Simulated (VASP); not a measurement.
BN (NiAs type), 4 atoms in the cell. It takes space group P6_3/mmc (No. 194, hexagonal). Conventional cell: a = 2.204 Å, b = 2.204 Å, c = 3.589 Å, α = 90.00°, β = 90.00°, γ = 120.00°. B (site symmetry -3m) has 6 N at 1.56 Å and 2 B at 1.79 Å within 2.1 Å. Within 2.1 Å of N (site symmetry -6m2) lie 6 B at 1.56 Å. 

| Item | Value |
| --- | --- |
| Program | VASP 6.6.1 |
| Task | single point |
| Functional | PBE |
| Potentials or basis | VASP PAW PBE potentials, release 64 (B, N) |
| Cutoff | 520 eV |
| k mesh | 13 × 13 × 8 |
| Occupations | fermi-dirac, width 0.05 eV |
| Spin | no spin polarisation |
| Dipole correction | no |
| Further INCAR settings | ALGO = Normal; EDIFF = 1e-07; NBANDS = 16 |

Potentials or basis: VASP PAW PBE potentials, release 64 (B, N).

Launch:

```bash
$ cat potpaw_PBE.64/B/POTCAR potpaw_PBE.64/N/POTCAR > POTCAR
$ mpirun -np 1 vasp_std > vasp.out
```

Hardware: 1 thread of Intel(R) Xeon(R) Platinum 8375C CPU @ 2.90GHz (Ice Lake), with other jobs on the host.

Problem. Estimate the wall time of this run.

Solution. It took 13 s on 1 thread of Intel(R) Xeon(R) Platinum 8375C CPU @ 2.90GHz (Ice Lake), on a shared host, peak memory 0.13 GiB. Counts: scf iterations 13, k points 105.
